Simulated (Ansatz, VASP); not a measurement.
# Ge: VASP beside Ansatz

Contents of INCAR:

```
SYSTEM = Ge
  PREC = Accurate
  ENCUT = 520
  EDIFF = 1E-6
  ISMEAR = 0
  SIGMA = 0.15
  LREAL = .False.
  LASPH = .True.
  NELM = 60
  ALGO = Normal
  ISIF = 2
  LWAVE = .False.
  LCHARG = .False.
  GGA = PS
  NBANDS = 36
```

The input KPOINTS:

```
Automatic mesh
0
Gamma
  12 12 8
  0 0 0
```

POSCAR

```
Ge
1.0
    3.9969678618      0.0000000000      0.0000000000
   -1.9984839309      3.4614757064      0.0000000000
    0.0000000000      0.0000000000      6.5963651449
Ge
4
Direct
    0.6666666667      0.3333333333     -0.0053075323
    0.3333333333      0.6666666667      0.5629118567
    0.6666666667      0.3333333333      0.4370881433
    0.3333333333      0.6666666667      0.9370881433
```

Input for Ansatz:

```yaml
crystal:
  lattice:
    - [3.9969678618, 0.0, 0.0]
    - [-1.9984839309, 3.4614757064, 0.0]
    - [0.0, 0.0, 6.5963651449]
  atoms:
    - { symbol: Ge, position: [0.6666666667, 0.3333333333, -0.0053075323] }
    - { symbol: Ge, position: [0.3333333333, 0.6666666667, 0.5629118567] }
    - { symbol: Ge, position: [0.6666666667, 0.3333333333, 0.4370881433] }
    - { symbol: Ge, position: [0.3333333333, 0.6666666667, 0.9370881433] }
basis:
  ecutwfc: 420
kpoints:
  mp_grid: { grid: [12, 12, 8] }
hamiltonian:
  xc: pbesol
scf:
  occupations: { method: gaussian, width: 0.15 }
output:
  forces: true
  stress: true
  eigenvalues: true
```

Alike in both runs: task single point; functional PBEsol; k mesh 12 × 12 × 8; occupations gaussian, width 0.15 eV; no spin polarisation.

|  | VASP | Ansatz |
| --- | --- | --- |
| version | VASP 6.6.1 | Ansatz 0.2.0 |
| potentials or method | VASP PAW PBE potentials, release 64 (Ge_d), cutoff 520 eV | scalar-relativistic, plane waves, PAW |
| valence electrons in the cell | 56 | 56 |

VASP gave:

* gap on the k mesh at the Fermi level (eV): none
* pressure (GPa): 2.3
* traceless stress, the component that is largest in VASP (GPa): -4.71
* rms of the force components (eV/Å): 0.880

Q: Which values does Ansatz return?

A: gap on the k mesh at the Fermi level (eV): none; pressure (GPa): 2.4; traceless stress, the component that is largest in VASP (GPa): -4.77; rms of the force components (eV/Å): 0.881.

VASP's potentials were made for PBE, not for PBEsol. Atom by atom the forces differ by 0.002 eV/Å (rms over components). A gap of «none» marks a metal or a gap that the smearing closes.
